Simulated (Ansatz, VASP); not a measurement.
Two plane-wave programs on Co

```
CELL_PARAMETERS angstrom
0.00000 2.63630 2.63630
2.63630 0.00000 2.63630
2.63630 2.63630 0.00000
ATOMIC_POSITIONS crystal
Co 0.12500 0.12500 0.12500
Co 0.87500 0.87500 0.87500
```

Alike in both runs: task single point; functional RPBE; k mesh 12 × 12 × 12; occupations fermi-dirac, width 0.05 eV; collinear spin.

|  | VASP | Ansatz |
| --- | --- | --- |
| version | VASP 6.6.1 | Ansatz 0.2.0 |
| potentials or method | VASP PAW PBE potentials, release 64 (Co), cutoff 520 eV | plane waves (420 eV) with PAW, scalar-relativistic |
| valence electrons in the cell | 18 | 34 |

VASP gave:

* pressure (GPa): -6.1
* net moment per atom (μB): 1.77
* size of the moment on the site where the two differ most (μB): 1.79

Estimate Ansatz's values.

pressure (GPa): -5.9; net moment per atom (μB): 1.78; size of the moment on the site where the two differ most (μB): 1.83.

VASP's potentials were made for PBE, not for RPBE. Site moments also hang on the region over which each program counts them. With one functional, cell and mesh, what is left measures potentials, basis and numerics. VASP's potentials hold 18 valence electrons a cell and Ansatz's 34, so a difference there can come from the potentials and not from the codes.
